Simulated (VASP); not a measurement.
Input of a VASP 6.6.1 run:

Contents of INCAR:

```
SYSTEM = Cd2Mo
ALGO     = Normal         ! electronic algorithm
EDIFF    = 1E-7           ! SCF threshold, eV
ENCUT    = 520            ! plane-wave cutoff, eV
GGA      = PE             ! functional
ISIF     = 2              ! what is computed and relaxed
ISMEAR   = 0              ! smearing method
LASPH    = .True.         ! aspherical terms in the spheres
LCHARG   = .False.        ! write CHGCAR
LREAL    = .False.        ! projectors in reciprocal space
LWAVE    = .False.        ! write WAVECAR
NBANDS   = 26             ! bands
NELM     = 100            ! most SCF steps
PREC     = Accurate       ! precision mode
SIGMA    = 0.1            ! smearing width, eV
```

File KPOINTS:

```
k-points
0
Gamma
  6 6 6
  0 0 0
```

POSCAR

```
Cd2Mo
1.0
    4.8924411218      0.0000000000      0.0000000000
   -2.4462205609      4.2369782980      0.0000000000
    0.0000000000      0.0000000000      2.7288294684
Cd Mo
2 1
Direct
    0.3333333333      0.6666666667      0.5000000000
    0.6666666667      0.3333333333      0.5000000000
    0.0000000000      0.0000000000      0.0000000000
```

Potentials or basis: VASP PAW PBE potentials, release 64 (Cd, Mo_sv).

Command:

```console
$ cat potpaw_PBE.64/Cd/POTCAR potpaw_PBE.64/Mo_sv/POTCAR > POTCAR
$ mpirun -np 1 vasp_std > vasp.out
```

Q: Predict the band gap on the k mesh.

A: Zero (bands 19 and 20 overlap by 1.63 eV).

Q: What does it give for the pressure?

A: 0.7 GPa.

Caveat: the k points lie up to 0.38 Å⁻¹ apart, too coarse for converged energies and pressures of a metal.
